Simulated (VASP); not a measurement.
Ca: single point with PBEsol

The system is Ca.

```
CELL_PARAMETERS angstrom
0.00000 2.79420 2.79420
2.86406 0.00000 2.79420
2.86406 2.79420 0.00000
ATOMIC_POSITIONS crystal
Ca 0.00000 0.00000 0.00000
```

This cell differs from its parent crystal: strain +0.0250 x Voigt [1, 0, 0, 0, 0, 0].

```json
{"Program": "VASP 6.6.1", "Task": "single point", "Functional": "PBEsol", "Potentials or basis": "VASP PAW PBE potentials, release 64 (Ca_sv)", "Cutoff": "520 eV", "k mesh": "14 × 14 × 14", "Occupations": "gaussian, width 0.15 eV", "Spin": "no spin polarisation"}
```

```json
{"Pressure": "-1.5 GPa", "Band gap on the k mesh": "zero (bands 5 and 6 overlap by 0.39 eV)"}
```

Stress tensor (GPa, compression positive):
```
-1.63  0.00  0.00
 0.00 -1.42  0.00
 0.00  0.00 -1.42
```

Levels at points of the mesh, in eV from the Fermi level:
| k point | band 1 | band 2 | band 3 | band 4 | band 5 | band 6 | band 7 | band 8 | band 9 | band 10 |
| --- | --- | --- | --- | --- | --- | --- | --- | --- | --- | --- |
| (0.00, 0.00, 0.00) | -41.98 | -22.98 | -22.97 | -22.97 | -3.93 | 2.18 | 2.29 | 2.29 | 3.18 | 3.32 |
| (0.50, 0.00, 0.00) | -41.97 | -23.09 | -22.99 | -22.99 | -0.98 | -0.19 | 2.08 | 2.21 | 3.87 | 3.92 |
| (0.50, 0.50, 0.00) | -41.96 | -23.08 | -23.02 | -23.02 | -0.38 | 0.58 | 0.94 | 3.88 | 4.02 | 4.11 |
| (0.00, 0.50, 0.50) | -41.96 | -23.08 | -23.01 | -23.01 | -0.46 | 0.63 | 0.72 | 3.90 | 4.06 | 4.06 |

Run time: 88 s on 1 thread of Intel(R) Xeon(R) Platinum 8488C (Sapphire Rapids), on a shared host, peak memory 0.26 GiB.

Caveat: the cell differs from its parent crystal (strain +0.0250 x Voigt [1, 0, 0, 0, 0, 0]); the PAW data sets were made with another functional, which shifts forces and pressure a little.
